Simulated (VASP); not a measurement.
Here is a VASP 6.6.1 calculation.

The input POSCAR:

```
TiB
1.0
    0.0000000000      2.1535250000      2.2060500000
    2.1535250000      0.0000000000      2.2060500000
    2.1535250000      2.1535250000      0.0000000000
Ti B
1 1
Direct
    0.7500000000      0.7500000000      0.7500000000
    0.0000000000      0.0000000000      0.0000000000
```

File INCAR.step1:

```
SYSTEM = TiB
PREC = Accurate ; ENCUT = 520
ISMEAR = 0 ; SIGMA = 0.15
LREAL = .FALSE. ; LASPH = .TRUE.
NELM = 80 ; NBANDS = 14
GGA = PE ; ALGO = Normal
EDIFF = 1E-4 ; LWAVE = .TRUE.
LCHARG = .FALSE.
```

INCAR.step2

```
SYSTEM = TiB
PREC = Accurate ; ENCUT = 520
EDIFF = 1E-6 ; ISMEAR = 0
SIGMA = 0.15 ; LREAL = .FALSE.
LASPH = .TRUE. ; NELM = 80
ALGO = Normal ; ISIF = 2
LWAVE = .FALSE. ; LCHARG = .FALSE.
METAGGA = R2SCAN ; LMIXTAU = .TRUE.
NBANDS = 14 ; ISTART = 1
```

The input KPOINTS:

```
Automatic mesh
0
G
  20 20 20
  0 0 0
```

Potentials or basis: VASP PAW PBE potentials, release 64 (Ti_sv, B).

Launch:

```bash
$ cat potpaw_PBE.64/Ti_sv/POTCAR potpaw_PBE.64/B/POTCAR > POTCAR
$ cp INCAR.step1 INCAR
$ mpirun -np 1 vasp_std > vasp.out
$ cp INCAR.step2 INCAR
$ mpirun -np 1 vasp_std > vasp.out
```

Question: Estimate the pressure.

Answer: 83.2 GPa.

Question: What does it give for the band gap on the k mesh?

Answer: Zero (an odd number of electrons rules out a gap without spin polarisation).

Stress tensor (GPa, compression positive):
```
81.82  0.00  0.00
 0.00 81.82  0.00
 0.00  0.00 86.01
```

Caveat: the cell differs from its parent crystal (strain +0.025 along x and y, +0.050 along z); the cell stands under pressure; the PAW data sets were made with another functional, which shifts forces and pressure a little; an odd number of electrons without spin polarisation forces a metal; a magnetic or distorted state may lie lower.
